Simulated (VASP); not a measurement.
# Al (P6_3/mmc) in VASP: a series of runs

Al is run at these levels: PBE+D3(BJ), RPBE, PBEsol, PBE, LDA; tasks: single point.

Everything below comes from runs of VASP 6.6.1. Logs are shortened: lines on timing, memory, paths and dates and some standing lists are left out, and cuts for length are marked.

## (1) The cell of the first run

The structure is hexagonal, space group P6_3/mmc (No. 194). The conventional cell has a = 2.812 Å, b = 2.812 Å, c = 4.867 Å, α = 90.00°, β = 90.00°, γ = 120.00°. Within 3.7 Å of Al (site symmetry -6m2) lie 12 Al at 2.81 to 2.93 Å.

## (2) Single point, PBE+D3(BJ)

Contents of INCAR:

```
ALGO = Normal
EDIFF = 1E-6
ENCUT = 500
GGA = PE
GGA_COMPAT = F
ISIF = 2
ISMEAR = 0
IVDW = 12
LASPH = T
LCHARG = F
LREAL = F
LWAVE = F
NBANDS = 10
NELM = 120
PREC = Accurate
SIGMA = 0.1
```

Contents of KPOINTS:

```
k-points
0
Gamma
  9 9 6
```

Contents of POSCAR:

```
Al
1.0
    2.8124553515      0.0000000000      0.0000000000
   -1.4062276757      2.4356577814      0.0000000000
    0.0000000000      0.0000000000      4.8668500000
Al
2
Direct
    0.6666666667      0.3333333333      0.7500000000
    0.3333333333      0.6666666667      0.2500000000
```

Potentials or basis: VASP PAW PBE potentials, release 64 (Al).

Command:

```console
> cat potpaw_PBE.64/Al/POTCAR > POTCAR
> mpirun -np 1 vasp_std > vasp.out
```

OUTCAR:

```text
EDIFF = 1E-6
   ENCUT = 500
   GGA = PE
   ISIF = 2
   ISMEAR = 0
   IVDW = 12
   LASPH = T
   LREAL = F
   NELM = 120
   PREC = Accurate
 IVDW          = 12

 ion  position               nearest neighbor table
   1  0.667  0.333  0.750-   2 2.93   2 2.93   2 2.93   2 2.93   2 2.93   2 2.93
   2  0.333  0.667  0.250-   1 2.93   1 2.93   1 2.93   1 2.93   1 2.93   1 2.93

  LATTYP: Found a hexagonal cell.
 ALAT       =     2.8124553515
 C/A-ratio  =     1.7304630267

  Lattice vectors:

 A1 = (   2.8124553515,   0.0000000000,   0.0000000000)
 A2 = (  -1.4062276757,   2.4356577814,   0.0000000000)
 A3 = (   0.0000000000,   0.0000000000,   4.8668500000)

Analysis of symmetry for initial positions (statically):
=====================================================================
 Subroutine PRICEL returns:
 Original cell was already a primitive cell.

 Routine SETGRP: Setting up the symmetry group for a
 hexagonal supercell.

 Subroutine GETGRP returns: Found 24 space group operations
 (whereof 12 operations were pure point group operations)
 out of a pool of 24 trial point group operations.

The static configuration has the point symmetry D_3d.
 The point group associated with its full space group is D_6h.

Analysis of symmetry for dynamics (positions and initial velocities):
=====================================================================
 Subroutine PRICEL returns:
 Original cell was already a primitive cell.

 Routine SETGRP: Setting up the symmetry group for a
 hexagonal supercell.

 Subroutine GETGRP returns: Found 24 space group operations
 (whereof 12 operations were pure point group operations)
 out of a pool of 24 trial point group operations.

The dynamic configuration has the point symmetry D_3d.
 The point group associated with its full space group is D_6h.

 Subroutine INISYM returns: Found 24 space group operations
 (whereof 12 operations are pure point group operations),
 and found     1 'primitive' translations

----------------------------------------------------------------------------------------

                                     Primitive cell

  volume of cell :      33.3388

  direct lattice vectors                    reciprocal lattice vectors
     2.812455352  0.000000000  0.000000000     0.355561200  0.205283355  0.000000000
    -1.406227676  2.435657781  0.000000000     0.000000000  0.410566709  0.000000000
     0.000000000  0.000000000  4.866850000     0.000000000  0.000000000  0.205471712

  length of vectors
     2.812455352  2.812455351  4.866850000     0.410566709  0.410566709  0.205471712

  position of ions in fractional coordinates (direct lattice)
     0.666666667  0.333333333  0.750000000
     0.333333333  0.666666667  0.250000000

  ion indices of the primitive-cell ions
   primitive index   ion index
                 1           1
                 2           2

----------------------------------------------------------------------------------------

 KPOINTS: k-points

Automatic generation of k-mesh.
 Grid dimensions read from file:
 generate k-points for:    9    9    6

 Generating k-lattice:

  Cartesian coordinates                     Fractional coordinates (reciprocal lattice)
     0.039506800  0.022809262  0.000000000     0.111111111  0.000000000  0.000000000
     0.000000000  0.045618523  0.000000000     0.000000000  0.111111111  0.000000000
     0.000000000  0.000000000  0.034245285     0.000000000  0.000000000  0.166666667

  Length of vectors
     0.045618523  0.045618523  0.034245285

  Shift w.r.t. Gamma in fractional coordinates (k-lattice)
     0.000000000  0.000000000  0.000000000

 Subroutine IBZKPT returns following result:
 ===========================================

 Found     48 irreducible k-points:

 Following reciprocal coordinates:
            Coordinates               Weight
  0.000000  0.000000  0.000000      1.000000
  0.111111  0.000000  0.000000      6.000000
  0.222222  0.000000  0.000000      6.000000
  0.333333  0.000000  0.000000      6.000000
  0.444444  0.000000  0.000000      6.000000
  0.111111  0.111111  0.000000      6.000000
[... 16 lines left out ...]
  0.333333  0.222222  0.166667     24.000000
  0.333333  0.333333  0.166667      4.000000
 [... further k-points ...]
   k-points           NKPTS =     48   k-points in BZ     NKDIM =     48   number of bands    NBANDS=     10
   number of dos      NEDOS =    301   number of ions     NIONS =      2
   total plane-waves  NPLWV =  20736
   dimension x,y,z NGX =    24 NGY =   24 NGZ =   36
   dimension x,y,z NGXF=    48 NGYF=   48 NGZF=   72
   ions per type =               2
   NGX,Y,Z   is equivalent  to a cutoff of  14.19, 14.19, 12.30 a.u.
   NGXF,Y,Z  is equivalent  to a cutoff of  28.37, 28.37, 24.59 a.u.
 SYSTEM =  unknown system
   PREC   = accura    normal or accurate (medium, high low for compatibility)
   ISTART =      0    job   : 0-new  1-cont  2-samecut
   ICHARG =      2    charge: 1-file 2-atom 10-const
[... 64 lines left out ...]
      7      19.5531      0.00000
      8      19.5531      0.00000
      9      20.2719      0.00000
     10      22.6065      0.00000

 k-point     2 :       0.1111    0.0000    0.0000
  band No.  band energies     occupation
      1      -2.8671      2.00000
      2       3.1303      2.00000
      3       3.3497      2.00000
      4      15.4718      0.00000
      5      17.3385      0.00000
      6      18.3931      0.00000
      7      19.7817      0.00000
      8      20.3420      0.00000
      9      21.3939      0.00000
     10      21.5341      0.00000

 k-point     3 :       0.2222    0.0000    0.0000
  band No.  band energies     occupation
      1      -1.9480      2.00000
      2       4.0210      2.00000
      3       4.2127      2.00000
      4      11.3538      0.00000
      5      15.7686      0.00000
      6      16.2240      0.00000
      7      17.1553      0.00000
      8      17.6597      0.00000
      9      20.6594      0.00000
     10      21.0305      0.00000

 k-point     4 :       0.3333    0.0000    0.0000
  band No.  band energies     occupation
      1      -0.4299      2.00000
      2       5.4030      2.00000
      3       5.6488      2.00000
      4       7.7383      1.93690
      5      13.1205      0.00000
      6      13.4837      0.00000
      7      14.7248      0.00000
      8      16.3720      0.00000
      9      19.7423      0.00000
     10      20.4409      0.00000

 k-point     5 :       0.4444    0.0000    0.0000
  band No.  band energies     occupation
      1       1.6648      2.00000
      2       4.2811      2.00000
      3       7.6297      1.99931
      4       7.6493      1.99818
      5      10.2244      0.00000
      6      10.3617      0.00000
      7      14.2041      0.00000
      8      15.7581      0.00000
      9      19.2843      0.00000
     10      19.8551      0.00000

 k-point     6 :       0.1111    0.1111    0.0000
  band No.  band energies     occupation
      1      -2.2537      2.00000
      2       3.7268      2.00000
      3       3.9251      2.00000
      4      13.4842      0.00000
      5      13.6415      0.00000
      6      18.5974      0.00000
      7      18.8196      0.00000
      8      18.8630      0.00000
      9      20.1745      0.00000
     10      20.1918      0.00000
[... 183 lines left out ...]
 k-point    21 :       0.4444    0.1111    0.1667
  band No.  band energies     occupation
      1       3.2524      2.00000
      2       3.3442      2.00000
      3       7.2639      2.00000
      4       7.3170      2.00000
      5      10.6124      0.00000
      6      11.2102      0.00000
      7      12.0322      0.00000
      8      15.2247      0.00000
      9      18.7793      0.00000
     10      18.9128      0.00000

 k-point    22 :       0.2222    0.2222    0.1667
  band No.  band energies     occupation
      1       0.6417      2.00000
      2       4.6090      2.00000
      3       8.0739      0.00390
      4       8.5401      0.00000
      5       9.1705      0.00000
      6      12.5235      0.00000
      7      12.7124      0.00000
      8      16.2764      0.00000
      9      16.5985      0.00000
     10      20.2410      0.00000

 k-point    23 :       0.3333    0.2222    0.1667
  band No.  band energies     occupation
      1       2.7177      2.00000
      2       5.2635      2.00000
      3       6.7144      2.00000
      4       7.9871      0.09704
      5       9.2884      0.00000
      6      10.7962      0.00000
      7      12.0907      0.00000
      8      13.5625      0.00000
      9      15.8978      0.00000
     10      21.9265      0.00000

 k-point    24 :       0.3333    0.3333    0.1667
  band No.  band energies     occupation
      1       4.9799      2.00000
      2       4.9799      2.00000
      3       5.1362      2.00000
      4       8.8822      0.00000
      5       9.1696      0.00000
      6       9.1696      0.00000
      7      13.1335      0.00000
      8      13.1335      0.00000
      9      13.3037      0.00000
     10      23.9827      0.00000

 [... further k-points ...]

------------------------ aborting loop because EDIFF is reached ----------------------------------------

 Edisp (eV)   -0.66567

 E8    (eV) :    -0.2977

  FORCE on cell =-STRESS in cart. coord.  units (eV):
  Direction    XX          YY          ZZ          XY          YZ          ZX
  --------------------------------------------------------------------------------------
  -------------------------------------------------------------------------------------
  Total      -0.59386    -0.59386    -0.81326    -0.00000     0.00000     0.00000
  in kB     -28.53954   -28.53954   -39.08313    -0.00000     0.00000     0.00000
  external pressure =      -32.05 kB  Pullay stress =        0.00 kB

 VOLUME and BASIS-vectors are now :
 -----------------------------------------------------------------------------
  energy-cutoff  :      500.00
  volume of cell :       33.34
      direct lattice vectors                 reciprocal lattice vectors
     2.812455352  0.000000000  0.000000000     0.355561200  0.205283355  0.000000000
    -1.406227676  2.435657781  0.000000000     0.000000000  0.410566709  0.000000000
     0.000000000  0.000000000  4.866850000     0.000000000  0.000000000  0.205471712

 POSITION                                       TOTAL-FORCE (eV/Angst)
 -----------------------------------------------------------------------------------
      1.40623      0.81189      3.65014         0.000000     -0.000000      0.000000
     -0.00000      1.62377      1.21671        -0.000000      0.000000      0.000000
 -----------------------------------------------------------------------------------
    total drift:                                0.000000     -0.000000     -0.000000

  FREE ENERGIE OF THE ION-ELECTRON SYSTEM (eV)
  ---------------------------------------------------
  free  energy   TOTEN  =        -8.0921775350 eV

  energy  without entropy=       -8.0891743484  energy(sigma->0) =       -8.09067594
```

Run time: 17 s. Hardware: 1 thread of AMD EPYC 7R13, shared host; peak memory 0.13 GiB.

Results:

- Free energy: -8.0922 eV
- Pressure: -3.2 GPa
- Band gap on the k mesh: zero (band 3 reaches 11.21 eV, above the bottom of band 4 at 5.03 eV)
- Dispersion energy per atom: -0.333 eV

Levels at points of the mesh, in eV from the Fermi level:
```csv
k point,band 1,band 2,band 3,band 4,band 5,band 6,band 7
"(0.00, 0.00, 0.00)",-11.04,-5.04,-4.81,11.18,11.46,11.46,11.68
"(0.00, 0.00, 0.50)",-9.49,-9.49,2.41,2.41,12.50,12.50,12.50
```

Caveat: pairwise dispersion overbinds metals, which lowers pressure and volume.

## (3) Single point, RPBE

Contents of INCAR:

```
SYSTEM = Al
PREC = Accurate
ENCUT = 500
EDIFF = 1E-6
ISMEAR = 0
SIGMA = 0.1
LREAL = .FALSE.
LASPH = .TRUE.
NELM = 120
ALGO = Normal
ISIF = 2
LWAVE = .FALSE.
LCHARG = .FALSE.
GGA = RP
NBANDS = 10
GGA_COMPAT = .FALSE.
```

Contents of KPOINTS:

```
regular mesh
0
G
  9 9 6
  0 0 0
```

POSCAR is that of step 2.

Potentials or basis: VASP PAW PBE potentials, release 64 (Al).

Command:

```console
> cat potpaw_PBE.64/Al/POTCAR > POTCAR
> mpirun -np 1 vasp_std > vasp.out
```

Run time: 15 s. Hardware: 1 thread of AMD EPYC 7R13, shared host; peak memory 0.12 GiB.

Results (log left out):

- Free energy: -6.9481 eV
- Pressure: 1.4 GPa
- Band gap on the k mesh: zero (band 3 reaches 11.30 eV, above the bottom of band 4 at 5.14 eV)

Stress tensor (GPa, compression positive):
```
1.76 0.00 0.00
0.00 1.76 0.00
0.00 0.00 0.59
```

Levels at points of the mesh, in eV from the Fermi level:
| k point | band 1 | band 2 | band 3 | band 4 | band 5 | band 6 | band 7 |
| --- | --- | --- | --- | --- | --- | --- | --- |
| (0.00, 0.00, 0.00) | -11.06 | -5.03 | -4.84 | 11.14 | 11.50 | 11.50 | 11.67 |
| (0.00, 0.00, 0.50) | -9.50 | -9.50 | 2.40 | 2.40 | 12.48 | 12.48 | 12.48 |

Caveat: the PAW data sets were made with another functional, which shifts forces and pressure a little.

## (4) Single point, PBEsol

Contents of INCAR:

```
SYSTEM = Al
PREC = Accurate
ENCUT = 500
EDIFF = 1E-6
ISMEAR = 0
SIGMA = 0.1
LREAL = .False.
LASPH = .True.
NELM = 120
ALGO = Normal
ISIF = 2
LWAVE = .False.
LCHARG = .False.
GGA = PS
NBANDS = 10
GGA_COMPAT = .False.
```

Contents of KPOINTS:

```
regular mesh
0
Gamma
  9 9 6
  0 0 0
```

POSCAR is that of step 3.

Command:

```console
> cat potpaw_PBE.64/Al/POTCAR > POTCAR
> mpirun -np 1 vasp_std > vasp.out
```

It took 14 s on 1 thread of AMD EPYC 7R13, shared host; peak memory 0.12 GiB.

Results (log left out):

```
Free energy            : -8.1140 eV
Pressure               : -1.3 GPa
Band gap on the k mesh : zero (band 3 reaches 11.15 eV, above the bottom of band 4 at 4.98 eV)
```

Stress tensor (GPa, compression positive):
```
-0.91  0.00  0.00
 0.00 -0.91  0.00
 0.00  0.00 -2.06
```

Levels at points of the mesh, in eV from the Fermi level:
| k point | band 1 | band 2 | band 3 | band 4 | band 5 | band 6 | band 7 | band 8 |
| --- | --- | --- | --- | --- | --- | --- | --- | --- |
| (0.00, 0.00, 0.00) | -11.04 | -5.03 | -4.81 | 11.16 | 11.44 | 11.44 | 11.66 | 11.66 |
| (0.00, 0.00, 0.50) | -9.49 | -9.49 | 2.40 | 2.40 | 12.48 | 12.48 | 12.48 | 12.48 |

Caveat: the PAW data sets were made with another functional, which shifts forces and pressure a little.

## (5) Single point, PBE

Contents of INCAR:

```
SYSTEM = Al
PREC = Accurate
ENCUT = 500
EDIFF = 1E-6
ISMEAR = 0
SIGMA = 0.1
LREAL = .FALSE.
LASPH = .TRUE.
NELM = 120
ALGO = Normal
ISIF = 2
LWAVE = .FALSE.
LCHARG = .TRUE.
GGA = PE
LELF = .TRUE.
LVHAR = .TRUE.
NBANDS = 10
NELECT = 8.0
GGA_COMPAT = .FALSE.
```

Contents of KPOINTS:

```
Automatic mesh
0
G
  9 9 6
  0 0 0
```

POSCAR is that of step 4.

Command:

```console
> cat potpaw_PBE.64/Al/POTCAR > POTCAR
> mpirun -np 1 vasp_std > vasp.out
```

It took 17 s on 1 thread of AMD EPYC 7R13, shared host; peak memory 0.12 GiB.

It converged, with:

```
Free energy : 9.7829 eV
```

Levels at points of the mesh, in eV from the Fermi level:
| k point | band 1 | band 2 | band 3 | band 4 | band 5 | band 6 | band 7 | band 8 | band 9 |
| --- | --- | --- | --- | --- | --- | --- | --- | --- | --- |
| (0.00, 0.00, 0.00) | -13.44 | -7.38 | -7.23 | 8.77 | 9.12 | 9.12 | 9.28 | 9.28 | 10.07 |
| (0.00, 0.00, 0.50) | -11.88 | -11.88 | 0.03 | 0.03 | 10.11 | 10.11 | 10.11 | 10.11 | 10.98 |

Caveat: the cell carries a net charge on a neutralising background, which shifts energy and pressure; the cell is charged against a uniform background, so pressure and absolute levels hang on convention.

## (6) Single point, LDA, collinear spin

This run uses another cell than the first one, of 15.64 Å³/atom, 0.938 times its volume.

Contents of INCAR:

```
SYSTEM = Al
  PREC = Accurate
  ENCUT = 500
  EDIFF = 1E-6
  ISMEAR = 0
  SIGMA = 0.1
  LREAL = .FALSE.
  LASPH = .TRUE.
  NELM = 200
  ALGO = Normal
  ISIF = 2
  LWAVE = .FALSE.
  LCHARG = .FALSE.
  ISPIN = 2
  MAGMOM = 0 2
  LORBIT = 11
  NBANDS = 14
  GGA_COMPAT = .FALSE.
```

Contents of KPOINTS:

```
Automatic mesh
0
G
  6 6 2
  0 0 0
```

Contents of POSCAR:

```
Al
1.0
    2.7530868757      0.0000000000      0.0000000000
   -1.3765434378      2.3842431732      0.0000000000
    0.0000000000      0.0000000000      4.7641150476
Al
2
Direct
    0.6666666667      0.3333333333      0.7500000000
    0.3333333333      0.6666666667      0.2500000000
```

Potentials or basis: VASP PAW LDA potentials, release 64 (Al).

Command:

```console
> cat potpaw_LDA.64/Al/POTCAR > POTCAR
> mpirun -np 1 vasp_std > vasp.out
```

Run time: 15 s. Hardware: 1 thread of AMD EPYC 7R13, shared host; peak memory 0.1 GiB.

It converged, with:

| Quantity | Value |
| --- | --- |
| Free energy | -8.3529 eV |
| Pressure | 1.7 GPa |
| Band gap on the k mesh | zero (filled and empty bands overlap) |
| Net moment | 0.03 μB per cell |
| Valence electrons inside the program's atomic spheres | Al 0.81 |

Stress tensor (GPa, compression positive):
```
 5.33  0.00  0.00
 0.00  5.33  0.00
 0.00  0.00 -5.63
```

Levels at points of the mesh, in eV from the Fermi level:
Spin up:
| k point | band 1 | band 2 | band 3 | band 4 | band 5 | band 6 |
| --- | --- | --- | --- | --- | --- | --- |
| (0.00, 0.00, 0.00) | -11.15 | -4.88 | -4.72 | 11.74 | 12.21 | 12.21 |
| (0.50, 0.00, 0.00) | -4.85 | -4.81 | 0.95 | 0.98 | 1.74 | 1.78 |
| (0.00, 0.00, 0.50) | -9.54 | -9.54 | 2.79 | 2.79 | 13.13 | 13.13 |
| (0.50, 0.00, 0.50) | -3.65 | -3.65 | -2.83 | -2.83 | 7.89 | 7.89 |
Spin down:
| k point | band 1 | band 2 | band 3 | band 4 | band 5 | band 6 | band 7 | band 8 |
| --- | --- | --- | --- | --- | --- | --- | --- | --- |
| (0.00, 0.00, 0.00) | -11.14 | -4.86 | -4.70 | 11.76 | 12.22 | 12.22 | 12.32 | 12.32 |
| (0.50, 0.00, 0.00) | -4.84 | -4.80 | 0.97 | 1.00 | 1.76 | 1.79 | 6.86 | 8.49 |
| (0.00, 0.00, 0.50) | -9.52 | -9.52 | 2.81 | 2.81 | 13.15 | 13.15 | 13.15 | 13.15 |
| (0.50, 0.00, 0.50) | -3.64 | -3.64 | -2.81 | -2.81 | 7.91 | 7.91 | 8.23 | 8.23 |

Caveat: the k points lie up to 0.66 Å⁻¹ apart.

## (7) Summary

| level | potentials or basis | spin | cell | k mesh | gap on the mesh (eV) | pressure (GPa) |
| --- | --- | --- | --- | --- | --- | --- |
| PBE+D3(BJ) | VASP PAW PBE potentials, release 64 (Al) | off | a = 2.812, b = 2.812, c = 4.867 Å, angles 90.0, 90.0, 120.0°, 2 atoms | 9 × 9 × 6 | none | -3.2 |
| RPBE | VASP PAW PBE potentials, release 64 (Al) | off | a = 2.812, b = 2.812, c = 4.867 Å, angles 90.0, 90.0, 120.0°, 2 atoms | 9 × 9 × 6 | none | 1.4 |
| PBEsol | VASP PAW PBE potentials, release 64 (Al) | off | a = 2.812, b = 2.812, c = 4.867 Å, angles 90.0, 90.0, 120.0°, 2 atoms | 9 × 9 × 6 | none | -1.3 |
| LDA | VASP PAW LDA potentials, release 64 (Al) | collinear | a = 2.753, b = 2.753, c = 4.764 Å, angles 90.0, 90.0, 120.0°, 2 atoms | 6 × 6 × 2 | none | 1.7 |

Alike in all rows: task single point; cutoff (eV) 500; smearing gaussian 0.1 eV.

Caveats: some runs use coarse meshes; the PAW data sets were made with another functional, which shifts forces and pressure a little (some runs); pairwise dispersion overbinds metals, which lowers pressure and volume (some runs).

Absolute energies hang on the potentials; compare differences alone.
